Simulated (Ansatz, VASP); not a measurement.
**KCdCO3F: VASP beside Ansatz**

```xyz
7
Lattice="5.1338 0.0000 0.0000 -2.5669 4.4460 0.0000 0.0000 0.0000 4.4872" Properties=species:S:1:pos:R:3 pbc="T T T"
K     0.0000    0.0000    0.0000
Cd    2.5669    1.4820    2.2436
C     0.0000    2.9640    2.2436
O     0.0000    1.6708    2.2436
O    -1.1199    3.6106    2.2436
O     1.1199    3.6106    2.2436
F     2.5669    1.4820    0.0000
```

Alike in both runs: task relaxation of cell and atoms; functional LDA; k mesh 6 × 6 × 6; occupations gaussian, width 0.02 eV; no spin polarisation.

|  | VASP | Ansatz |
| --- | --- | --- |
| version | VASP 6.6.1 | Ansatz 0.2.0 |
| potentials or method | VASP PAW LDA potentials, release 64 (K_sv, Cd, C, O, F), cutoff 600 eV | scalar-relativistic, plane waves, PAW |
| valence electrons in the cell | 50 | 58 |

Ansatz gave:

```
gap on the k mesh at the Fermi level, each at its own relaxed structure (eV) : 2.04
relaxed volume (Å³/atom)                                                     : 13.15
relaxed cell length with the largest relative difference (Å)                 : 4.331
```

Q: Which values does VASP return?

A: gap on the k mesh at the Fermi level, each at its own relaxed structure (eV): 2.02; relaxed volume (Å³/atom): 13.21; relaxed cell length with the largest relative difference (Å): 4.346.

LDA's correlation is that of Perdew and Zunger in VASP and of Perdew and Wang (1992) in Ansatz. VASP's potentials hold 50 valence electrons a cell and Ansatz's 58, so a difference there can come from the potentials and not from the codes.
